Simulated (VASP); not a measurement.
The system is Tb.

```
CELL_PARAMETERS angstrom
0.00000 2.51828 2.51828
2.51828 0.00000 2.51828
2.51828 2.51828 0.00000
ATOMIC_POSITIONS crystal
Tb 0.00000 0.00000 0.00000
```

This isn't the form of Tb at room conditions, which is hcp.

Base run:

* Program: VASP 6.6.1
* Functional: PBE
* Potentials or basis: VASP PAW PBE potentials, release 64 (Tb)
* Cutoff: 600 eV
* k mesh: 8 × 8 × 8
* Occupations: gaussian, width 0.05 eV
* Spin: collinear spin, ferromagnetic start
* Starting moments: [6.0] μB
* Hubbard terms: Tb f U = 6.0 eV

Its results: pressure 5.2 GPa; net moment 2.84 μB per cell; site moments Tb +2.63 μB.

Problem. The run is repeated on the same cell with these changes: k mesh from 8 × 8 × 8 to 5 × 5 × 5. What comes out?

Solution. Pressure 0.7 GPa; net moment 6.70 μB per cell; site moments Tb +6.14 μB.

Caveats: some runs use coarse meshes; the magnetic or orbital state may not be the lowest; the cell stands under pressure (at least some runs).
